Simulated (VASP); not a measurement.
# Sn (Immm) in VASP: a series of runs

Sn is run at these levels: PBEsol; tasks: single point.

Everything below comes from runs of VASP 6.6.1. Logs are shortened: lines on timing, memory, paths and dates and some standing lists are left out, and cuts for length are marked.

## Step 1: The cell of the first run

It takes space group Immm (No. 71, orthorhombic). Conventional cell: a = 3.500 Å, b = 3.600 Å, c = 4.551 Å, α = 90.00°, β = 90.00°, γ = 90.00°. Sn (site symmetry mmm) has 12 Sn at 3.39 to 3.60 Å within 4.5 Å.

## Step 2: Single point, PBEsol

INCAR

```
SYSTEM = Sn
PREC = Accurate ; ENCUT = 520
EDIFF = 1E-7 ; ISMEAR = 0
SIGMA = 0.15 ; LREAL = .False.
LASPH = .True. ; NELM = 100
ALGO = Fast ; ISIF = 2
LWAVE = .False. ; LCHARG = .False.
GGA = PS ; NBANDS = 13
```

KPOINTS

```
Automatic mesh
0
Gamma
  22 22 22
  0 0 0
```

POSCAR

```
Sn
1.0
   -1.7501931585      1.7998725844      2.2755629406
    1.7501931585     -1.7998725844      2.2755629406
    1.7501931585      1.7998725844     -2.2755629406
Sn
1
Direct
    0.0000000000      0.0000000000      0.0000000000
```

Potentials or basis: VASP PAW PBE potentials, release 64 (Sn_d).

The run is started by

```sh
$ cat potpaw_PBE.64/Sn_d/POTCAR > POTCAR
$ mpirun -np 1 vasp_std > vasp.out
```

OUTCAR:

```text
SYSTEM = Sn
   PREC = Accurate
   ENCUT = 520
   EDIFF = 1E-7
   ISMEAR = 0
   LREAL = .False.
   LASPH = .True.
   NELM = 100
   ISIF = 2
   GGA = PS

 ion  position               nearest neighbor table
   1  0.000  0.000  0.000-

  LATTYP: Found a body centered orthorhombic cell.
 ALAT       =     3.5003863170
 B/A-ratio  =     1.0283851103
 C/A-ratio  =     1.3001781715

  Lattice vectors:

 A1 = (  -1.7501931585,   1.7998725844,   2.2755629406)
 A2 = (   1.7501931585,  -1.7998725844,   2.2755629406)
 A3 = (   1.7501931585,   1.7998725844,  -2.2755629406)

Analysis of symmetry for initial positions (statically):
=====================================================================
 Subroutine PRICEL returns:
 Original cell was already a primitive cell.

 Routine SETGRP: Setting up the symmetry group for a
 body centered orthorhombic supercell.

 Subroutine GETGRP returns: Found  8 space group operations
 (whereof  8 operations were pure point group operations)
 out of a pool of  8 trial point group operations.

The static configuration has the point symmetry D_2h.

Analysis of symmetry for dynamics (positions and initial velocities):
=====================================================================
 Subroutine PRICEL returns:
 Original cell was already a primitive cell.

 Routine SETGRP: Setting up the symmetry group for a
 body centered orthorhombic supercell.

 Subroutine GETGRP returns: Found  8 space group operations
 (whereof  8 operations were pure point group operations)
 out of a pool of  8 trial point group operations.

The dynamic configuration has the point symmetry D_2h.

 Subroutine INISYM returns: Found  8 space group operations
 (whereof  8 operations are pure point group operations),
 and found     1 'primitive' translations

----------------------------------------------------------------------------------------

                                     Primitive cell

  volume of cell :      28.6732

  direct lattice vectors                    reciprocal lattice vectors
    -1.750193158  1.799872584  2.275562941     0.000000000  0.277797442  0.219725849
     1.750193158 -1.799872584  2.275562941     0.285682753  0.000000000  0.219725849
     1.750193158  1.799872584 -2.275562941     0.285682753  0.277797442  0.000000000

  length of vectors
     3.388348286  3.388348286  3.388348286     0.354190440  0.360408219  0.398479679

  position of ions in fractional coordinates (direct lattice)
     0.000000000  0.000000000  0.000000000

  ion indices of the primitive-cell ions
   primitive index   ion index
                 1           1

----------------------------------------------------------------------------------------

 KPOINTS: Automatic mesh

Automatic generation of k-mesh.
 Grid dimensions read from file:
 generate k-points for:   22   22   22

 Generating k-lattice:

  Cartesian coordinates                     Fractional coordinates (reciprocal lattice)
     0.000000000  0.012627156  0.009987539     0.045454545  0.000000000 -0.000000000
     0.012985580  0.000000000  0.009987539     0.000000000  0.045454545 -0.000000000
     0.012985580  0.012627156  0.000000000     0.000000000  0.000000000  0.045454545

  Length of vectors
     0.016099565  0.016382192  0.018112713

  Shift w.r.t. Gamma in fractional coordinates (k-lattice)
     0.000000000  0.000000000  0.000000000

 Subroutine IBZKPT returns following result:
 ===========================================

 Found   1530 irreducible k-points:

 Following reciprocal coordinates:
            Coordinates               Weight
  0.000000  0.000000  0.000000      1.000000
  0.045455  0.000000 -0.000000      4.000000
  0.090909  0.000000 -0.000000      4.000000
  0.136364  0.000000 -0.000000      4.000000
  0.181818  0.000000  0.000000      4.000000
  0.227273  0.000000 -0.000000      4.000000
[... 16 lines left out ...]
  0.454545  0.045455 -0.000000      8.000000
  0.500000  0.045455 -0.000000      8.000000
 [... further k-points ...]
   k-points           NKPTS =   1530   k-points in BZ     NKDIM =   1530   number of bands    NBANDS=     13
   number of dos      NEDOS =    301   number of ions     NIONS =      1
   total plane-waves  NPLWV =  21952
   dimension x,y,z NGX =    28 NGY =   28 NGZ =   28
   dimension x,y,z NGXF=    56 NGYF=   56 NGZF=   56
   ions per type =               1
   NGX,Y,Z   is equivalent  to a cutoff of  13.74, 13.74, 13.74 a.u.
   NGXF,Y,Z  is equivalent  to a cutoff of  27.48, 27.48, 27.48 a.u.
 SYSTEM =  Sn
   PREC   = accura    normal or accurate (medium, high low for compatibility)
   ISTART =      0    job   : 0-new  1-cont  2-samecut
   ICHARG =      2    charge: 1-file 2-atom 10-const
   ISPIN  =      1    spin polarized calculation?
   LNONCOLLINEAR =      F non collinear calculations
   LSORBIT =      F    spin-orbit coupling
   LASPH  =      T    aspherical Exc in radial PAW
   ENCUT  =  520.0 eV  38.22 Ry    6.18 a.u.   6.30  6.30  6.30*2*pi/ulx,y,z
   NELM   =    100;   NELMIN=  2; NELMDL= -5     # of ELM steps
   EDIFF  = 0.1E-06   stopping-criterion for ELM
   LREAL  =      F    real-space projection
   EDIFFG = 0.1E-05   stopping-criterion for IOM
   NSW    =      0    number of steps for IOM
   IBRION =     -1    ionic relax: 0-MD 1-quasi-New 2-CG
   NFREE  =      0    steps in history (QN), initial steepest desc. (CG)
   ISIF   =      2    stress and relaxation
   ISYM   =      2    0-nonsym 1-usesym 2-fastsym
   POTIM  = 0.5000    time-step for ionic-motion
   TEBEG  =    0.0;   TEEND  =   0.0 temperature during run
   PSTRESS=    0.0 pullay stress
   NELECT =      14.0000    total number of electrons
   NUPDOWN=      -1.0000    fix difference up-down
   EMIN   =  10.00;   EMAX   =-10.00  energy-range for DOS
   EFERMI =   0.00;   METHOD = LEGACY
   ISMEAR =     0;   SIGMA  =   0.15  broadening in eV -4-tet -1-fermi 0-gaus
   EFERMI_NEDOS =   21; number of points for ismear=-14 and -15
   IALGO  =     68    algorithm
   IMIX   =      4    mixing-type and parameters
     AMIX     =   0.40;   BMIX     =  1.00
     AMIX_MAG =   1.60;   BMIX_MAG =  1.00
  volume/ion in A,a.u.               =      28.67       193.50
  Fermi-wavevector in a.u.,A,eV,Ry     =   1.289116  2.436076 22.610433  1.661820
  Thomas-Fermi vector in A             =   2.421028
   LORBIT       =      0    0 simple, 1 ext, 2 COOP (PROOUT), +10 PAW based schemes
   GGA     = PS    functional components
   LHFCALC =     F    Hartree Fock is set to
   AEXX    =    0.0000 exact exchange contribution
   IVDW    =     0    specifies the selected vdW correction
   LEPSILON=     F    determine dielectric tensor
   LRPA    =     F    only Hartree local field effects (RPA)
 non-spin polarized calculation
 RMM-DIIS sequential band-by-band and
 Gauss-broadening in eV      SIGMA  =   0.15
  energy-cutoff  :      520.00
  volume of cell :       28.67
 maximum number of plane-waves:       797
 NGX is ok and might be reduce to    28

 number of electron      14.0000000 magnetization

 Free energy of the ion-electron system (eV)
  ---------------------------------------------------
  ext. energy  EPLUGINS =         0.00000000
  ---------------------------------------------------
  free energy    TOTEN  =        -4.21027457 eV

  energy without entropy =       -4.20428371  energy(sigma->0) =       -4.20727914

 E-fermi :   7.3538     XC(G=0): -10.2536

 val. band max:        7.3492299970   @ k =  -0.2727   0.3182   0.2727
 cond. band min:       7.3552470951   @ k =   0.2273   0.1818   0.1364
 fundamental gap:      0.0060170981
 Fermi energy:         7.3538070902

 k-point     1 :       0.0000    0.0000    0.0000
  band No.  band energies     occupation
      1     -14.1045      2.00000
      2     -14.0913      2.00000
      3     -14.0518      2.00000
      4     -14.0476      2.00000
      5     -13.9903      2.00000
      6      -3.4239      2.00000
      7      14.4243      0.00000
      8      14.4734      0.00000
      9      14.9273      0.00000
     10      18.0423      0.00000
     11      18.5028      0.00000
     12      19.1510      0.00000
     13      19.1613      0.00000

 k-point     2 :       0.0455    0.0000   -0.0000
  band No.  band energies     occupation
      1     -14.1033      2.00000
      2     -14.0897      2.00000
      3     -14.0517      2.00000
      4     -14.0471      2.00000
      5     -13.9907      2.00000
      6      -3.3839      2.00000
      7      13.9547      0.00000
      8      14.4263      0.00000
      9      14.8303      0.00000
     10      17.6856      0.00000
     11      18.8464      0.00000
     12      19.2674      0.00000
     13      19.6682      0.00000

 k-point     3 :       0.0909    0.0000   -0.0000
  band No.  band energies     occupation
      1     -14.1000      2.00000
      2     -14.0857      2.00000
      3     -14.0515      2.00000
      4     -14.0449      2.00000
      5     -13.9917      2.00000
      6      -3.2639      2.00000
      7      12.8355      0.00000
      8      14.3476      0.00000
      9      14.5744      0.00000
     10      17.3852      0.00000
     11      19.1164      0.00000
     12      19.5155      0.00000
     13      20.4350      0.00000
[... 305 lines left out ...]
 k-point    23 :       0.4545    0.0455   -0.0000
  band No.  band energies     occupation
      1     -14.0945      2.00000
      2     -14.0813      2.00000
      3     -14.0544      2.00000
      4     -13.9707      2.00000
      5     -13.9399      2.00000
      6       0.4431      2.00000
      7       3.1392      2.00000
      8      11.9491      0.00000
      9      13.3233      0.00000
     10      16.9952      0.00000
     11      17.0380      0.00000
     12      18.2394      0.00000
     13      19.4494      0.00000

 k-point    24 :       0.5000    0.0455   -0.0000
  band No.  band energies     occupation
      1     -14.0948      2.00000
      2     -14.0810      2.00000
      3     -14.0546      2.00000
      4     -13.9698      2.00000
      5     -13.9400      2.00000
      6       0.5079      2.00000
      7       3.0558      2.00000
      8      11.9938      0.00000
      9      13.2622      0.00000
     10      16.8949      0.00000
     11      17.0362      0.00000
     12      18.0924      0.00000
     13      19.6734      0.00000

 [... further k-points ...]
[... 5 lines left out ...]
  --------------------------------------------------------------------------------------
  -------------------------------------------------------------------------------------
  Total       -0.6286666     -0.7285867     -0.6615545      0.0000000      0.0000000      0.0000000
  in kB      -35.1280748    -40.7113244    -36.9657607      0.0000000      0.0000000      0.0000000
  external PRESSURE =     -37.6017199 kB  Pullay stress =       0.0000000 kB

 VOLUME and BASIS-vectors are now :
 -----------------------------------------------------------------------------
  energy-cutoff  :      520.00
  volume of cell :       28.67
      direct lattice vectors                 reciprocal lattice vectors
    -1.750193158  1.799872584  2.275562941     0.000000000  0.277797442  0.219725849
     1.750193158 -1.799872584  2.275562941     0.285682753  0.000000000  0.219725849
     1.750193158  1.799872584 -2.275562941     0.285682753  0.277797442  0.000000000

 POSITION                                       TOTAL-FORCE (eV/Angst)
 -----------------------------------------------------------------------------------
      0.00000      0.00000      0.00000         0.000000      0.000000      0.000000
 -----------------------------------------------------------------------------------
    total drift:                               -0.000000     -0.000000     -0.000000

  FREE ENERGIE OF THE ION-ELECTRON SYSTEM (eV)
  ---------------------------------------------------
  free  energy   TOTEN  =        -4.2102745667 eV

  energy  without entropy=       -4.2042837066  energy(sigma->0) =       -4.20727914
```

Run time: 7.9 min. Hardware: 1 thread of Intel Xeon Platinum 8559C (Emerald Rapids), shared host; peak memory 0.6 GiB.

What came out:

```
Free energy            : -4.2103 eV
Pressure               : -3.8 GPa
Band gap on the k mesh : zero (band 7 reaches 14.42 eV, above the bottom of band 8 at 5.28 eV)
```

Levels at points of the mesh, in eV from the Fermi level:
```csv
k point,band 5,band 6,band 7,band 8,band 9,band 10
"(0.00, 0.00, 0.00)",-21.34,-10.78,7.07,7.12,7.57,10.69
"(0.50, 0.00, 0.00)",-21.29,-6.83,-4.39,4.93,6.16,9.37
"(0.00, 0.50, 0.00)",-21.29,-6.60,-4.33,4.52,5.78,8.89
"(0.50, 0.50, 0.00)",-21.27,-5.41,-3.68,2.14,2.77,5.73
"(0.50, 0.50, 0.50)",-21.28,-4.12,-2.80,0.90,1.52,4.31
```

Caveat: the PAW data sets were made with another functional, which shifts forces and pressure a little; spin-orbit coupling is left out, which moves the levels of the heavy elements.

## Step 3: Single point, PBEsol

INCAR

```
SYSTEM = Sn
ALGO     = Fast           ! electronic algorithm
EDIFF    = 1E-6           ! SCF threshold, eV
ENCUT    = 520            ! plane-wave cutoff, eV
GGA      = PS             ! functional
ISIF     = 2              ! what is computed and relaxed
ISMEAR   = 0              ! smearing method
LASPH    = .TRUE.         ! aspherical terms in the spheres
LCHARG   = .FALSE.        ! write CHGCAR
LREAL    = .FALSE.        ! projectors in reciprocal space
LWAVE    = .FALSE.        ! write WAVECAR
NBANDS   = 13             ! bands
NELM     = 100            ! most SCF steps
PREC     = Accurate       ! precision mode
SIGMA    = 0.15           ! smearing width, eV
```

KPOINTS

```
k-points
0
G
  22 22 22
  0 0 0
```

POSCAR

```
Sn
1.0
   -1.8226505780      1.8743867157      2.0982342931
    1.8226505780     -1.8743867157      2.0982342931
    1.8226505780      1.8743867157     -2.0982342931
Sn
1
Direct
    0.0000000000      0.0000000000      0.0000000000
```

Potentials or basis: VASP PAW PBE potentials, release 64 (Sn_d).

The run is started by

```sh
$ cat potpaw_PBE.64/Sn_d/POTCAR > POTCAR
$ mpirun -np 1 vasp_std > vasp.out
```

Run time: 13 min. Hardware: 1 thread of Intel Xeon Platinum 8259CL at 2.50GHz (Skylake/Cascade Lake), shared host; peak memory 0.59 GiB.

Results (log left out):

```yaml
Free_energy: -4.2055 eV
Pressure: -3.9 GPa
Band_gap_on_the_k_mesh: zero (band 7 reaches 14.47 eV, above the bottom of band 8 at 5.12 eV)
```

Stress tensor (GPa, compression positive):
```
-4.06  0.00  0.00
 0.00 -4.14  0.00
 0.00  0.00 -3.57
```

Levels at points of the mesh, in eV from the Fermi level:
```tsv
k point	band 3	band 4	band 5	band 6	band 7	band 8	band 9	band 10	band 11	band 12
(0.00, 0.00, 0.00)	-21.41	-21.35	-21.31	-10.74	7.15	7.31	7.66	11.16	11.44	12.04
(0.50, 0.00, 0.00)	-21.35	-21.32	-21.26	-6.69	-4.31	4.18	6.07	8.55	9.06	12.03
(0.00, 0.50, 0.00)	-21.35	-21.31	-21.26	-6.49	-4.24	3.82	5.59	8.12	8.57	12.22
(0.50, 0.50, 0.00)	-21.31	-21.30	-21.24	-5.88	-3.93	2.62	3.91	6.57	6.93	16.47
(0.50, 0.50, 0.50)	-21.28	-21.26	-21.25	-3.21	-1.77	0.09	0.64	3.72	4.51	18.18
```

Caveat: the PAW data sets were made with another functional, which shifts forces and pressure a little; spin-orbit coupling is left out, which moves the levels of the heavy elements.

## Step 4: Single point, PBEsol

This run uses another cell than the first one, of the same volume but with other edges.

INCAR

```
SYSTEM = Sn
PREC = Accurate
ENCUT = 520
EDIFF = 1E-7
ISMEAR = 0
SIGMA = 0.15
LREAL = .False.
LASPH = .True.
NELM = 60
ALGO = Fast
ISIF = 2
LWAVE = .False.
LCHARG = .False.
GGA = PS
NBANDS = 13
```

KPOINTS

```
regular mesh
0
Gamma
  22 22 22
  0 0 0
```

POSCAR

```
Sn
1.0
   -1.6247354043      1.6708536980      2.6405568838
    1.6247354043     -1.6708536980      2.6405568838
    1.6247354043      1.6708536980     -2.6405568838
Sn
1
Direct
    0.0000000000      0.0000000000      0.0000000000
```

The run is started by

```sh
$ cat potpaw_PBE.64/Sn_d/POTCAR > POTCAR
$ mpirun -np 1 vasp_std > vasp.out
```

It took 19 min on 1 thread of Intel Xeon Platinum 8259CL at 2.50GHz (Skylake/Cascade Lake), shared host; peak memory 0.6 GiB.

Results (log left out):

- Free energy: -4.2053 eV
- Pressure: -3.6 GPa
- Band gap on the k mesh: zero (band 7 reaches 14.26 eV, above the bottom of band 8 at 5.01 eV)

Stress tensor (GPa, compression positive):
```
-2.92  0.00  0.00
 0.00 -3.87  0.00
 0.00  0.00 -4.07
```

Levels at points of the mesh, in eV from the Fermi level:
```csv
k point,band 5,band 6,band 7,band 8,band 9,band 10
"(0.00, 0.00, 0.00)",-21.33,-10.78,6.91,7.12,7.63,10.75
"(0.50, 0.00, 0.00)",-21.30,-6.86,-4.38,4.22,6.83,8.14
"(0.00, 0.50, 0.00)",-21.28,-6.55,-4.33,4.24,6.33,8.29
"(0.50, 0.50, 0.00)",-21.24,-4.36,-3.06,1.13,2.02,4.74
"(0.50, 0.50, 0.50)",-21.29,-6.13,-4.00,2.71,3.45,6.17
```

Caveat: the PAW data sets were made with another functional, which shifts forces and pressure a little; spin-orbit coupling is left out, which moves the levels of the heavy elements.

## Step 5: The runs side by side

| cell | further INCAR settings | gap on the mesh (eV) | pressure (GPa) |
| --- | --- | --- | --- |
| a = 3.388 Å, angles 117.8, 115.8, 95.6°, 1 atom | ALGO = Fast; EDIFF = 1e-07; NBANDS = 13 | none | -3.8 |
| a = 3.352 Å, angles 114.1, 112.0, 102.5°, 1 atom | ALGO = Fast; EDIFF = 1e-06; NBANDS = 13 | none | -3.9 |
| a = 3.522 Å, angles 125.1, 123.4, 82.9°, 1 atom | ALGO = Fast; EDIFF = 1e-07; NBANDS = 13 | none | -3.6 |

Alike in all rows: task single point; level PBEsol; potentials or basis VASP PAW PBE potentials, release 64 (Sn_d); no spin polarisation; k mesh 22 × 22 × 22; cutoff (eV) 520; smearing gaussian 0.15 eV.

Caveats: the PAW data sets were made with another functional, which shifts forces and pressure a little; spin-orbit coupling is left out, which moves the levels of the heavy elements.

Absolute energies hang on the potentials; compare differences alone.
